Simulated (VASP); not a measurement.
# ZnS: single point with r2SCAN

ZnS:

```
Zn S
1.0
     3.72991    0.00000    0.00000
    -1.86496    3.23020    0.00000
     0.00000    0.00000   12.21121
Zn S
4 4
Direct
  0.00000 0.00000 0.00010
  0.00000 0.00000 0.50010
  0.33333 0.66667 0.25006
  0.66667 0.33333 0.75006
  0.00000 0.00000 0.18724
  0.00000 0.00000 0.68724
  0.33333 0.66667 0.43759
  0.66667 0.33333 0.93759
```

- Program: VASP 6.6.1
- Task: single point
- Functional: r2SCAN
- Potentials or basis: VASP PAW PBE potentials, release 64 (Zn, S)
- Cutoff: 520 eV
- k mesh: 6 × 6 × 2
- Occupations: gaussian, width 0.01 eV
- Spin: no spin polarisation
- Dipole correction: no
- Further INCAR settings: ALGO = Normal; EDIFF = 1e-07; NBANDS = 46

The pressure is 5.7 GPa and the largest force is 0.033 eV/Å. The band gap on the k mesh is 3.05 eV.

Forces in eV/Å, atoms in the order of the input:
```
Zn   0.000  0.000  0.033
Zn   0.000  0.000  0.033
Zn   0.000  0.000  0.015
Zn   0.000  0.000  0.015
S    0.000  0.000 -0.025
S    0.000  0.000 -0.025
S    0.000  0.000 -0.023
S    0.000  0.000 -0.023
```

Levels at points of the mesh, in eV from the valence-band top:
| k point | band 33 | band 34 | band 35 | band 36 | band 37 | band 38 | band 39 | band 40 |
| --- | --- | --- | --- | --- | --- | --- | --- | --- |
| (0.00, 0.00, 0.00) | -0.53 | -0.05 | 0.00 | 0.00 | 3.05 | 3.84 | 4.13 | 4.40 |
| (0.50, 0.00, 0.00) | -1.83 | -1.80 | -1.28 | -1.00 | 3.68 | 3.75 | 4.17 | 4.76 |
| (0.00, 0.00, 0.50) | -0.17 | -0.17 | -0.17 | -0.17 | 3.85 | 3.85 | 4.00 | 4.00 |
| (0.50, 0.00, 0.50) | -1.71 | -1.71 | -1.27 | -1.27 | 4.04 | 4.04 | 4.56 | 4.56 |

It took 5.4 min on 1 thread of Intel(R) Xeon(R) Platinum 8488C (Sapphire Rapids) (shared host), peak memory 0.32 GiB.

Caveat: the cell stands under pressure; the PAW data sets were made with another functional, which shifts forces and pressure a little. r2SCAN opens gaps a little over a GGA but as a rule still falls short of measured ones.
